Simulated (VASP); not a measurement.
AlNi, 2 atoms in the cell. It takes space group P4/mmm (No. 123, tetragonal). The conventional cell has a = 2.859 Å, b = 2.859 Å, c = 2.869 Å, α = 90.00°, β = 90.00°, γ = 90.00°. Al (site symmetry 4/mmm) has 8 Ni at 2.48 Å and 6 Al at 2.86 to 2.87 Å within 3.3 Å. Ni (site symmetry 4/mmm) has 8 Al at 2.48 Å and 6 Ni at 2.86 to 2.87 Å within 3.3 Å. 

* Program: VASP 6.6.1
* Task: single point
* Functional: PBEsol
* Potentials or basis: VASP PAW PBE potentials, release 64 (Al, Ni)
* Cutoff: 520 eV
* k mesh: 16 × 16 × 14
* Occupations: gaussian, width 0.1 eV
* Spin: no spin polarisation
* Dipole correction: no
* Further INCAR settings: ALGO = Fast; EDIFF = 1e-07; NBANDS = 14

Potentials or basis: VASP PAW PBE potentials, release 64 (Al, Ni).

Launch:

```bash
$ cat potpaw_PBE.64/Al/POTCAR potpaw_PBE.64/Ni/POTCAR > POTCAR
$ mpirun -np 1 vasp_std > vasp.out
```

Hardware: 1 thread of Intel(R) Xeon(R) Platinum 8488C (Sapphire Rapids), with other jobs on the host.

Question: How long does it take, and how much memory?

Answer: Run time: 3.3 min on 1 thread of Intel(R) Xeon(R) Platinum 8488C (Sapphire Rapids) (shared host), peak memory 0.3 GiB. Counts: scf iterations 17, k points 584.
